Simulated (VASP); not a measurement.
## SbOs: single point with PBE

Crystal: SbOs.

```
Os Sb
1.0
     0.00000    2.69620    2.69620
     2.69620    0.00000    2.69620
     2.69620    2.69620    0.00000
Os Sb
1 1
Cartesian
  2.6962 2.6962 2.6962
  0.0000 0.0000 0.0000
```

```
Program                : VASP 6.6.1
Task                   : single point
Functional             : PBE
Potentials or basis    : VASP PAW PBE potentials, release 64 (Os, Sb)
Cutoff                 : 520 eV
k mesh                 : 12 × 12 × 12
Occupations            : gaussian, width 0.05 eV
Spin                   : no spin polarisation
Dipole correction      : no
Further INCAR settings : ALGO = Normal; EDIFF = 1e-06; NBANDS = 14
```

* Pressure: 2.8 GPa

Levels at points of the mesh, in eV from the Fermi level:
| k point | band 2 | band 3 | band 4 | band 5 | band 6 | band 7 | band 8 | band 9 | band 10 | band 11 |
| --- | --- | --- | --- | --- | --- | --- | --- | --- | --- | --- |
| (0.00, 0.00, 0.00) | -1.87 | -1.87 | -1.87 | -1.54 | -1.54 | 1.66 | 1.66 | 1.66 | 6.49 | 7.84 |
| (0.50, 0.00, 0.00) | -7.01 | -3.97 | -3.97 | -0.61 | -0.61 | -0.18 | 4.51 | 6.39 | 6.39 | 6.83 |
| (0.50, 0.50, 0.00) | -4.70 | -3.11 | -1.23 | -1.23 | -0.91 | -0.07 | -0.07 | 0.03 | 3.44 | 9.33 |

Wall time 15 s on 1 thread of Intel(R) Xeon(R) 6975P-C (Granite Rapids), with other jobs on the host, peak memory 0.18 GiB.

Caveat: spin-orbit coupling is left out, which moves the levels of the heavy elements.
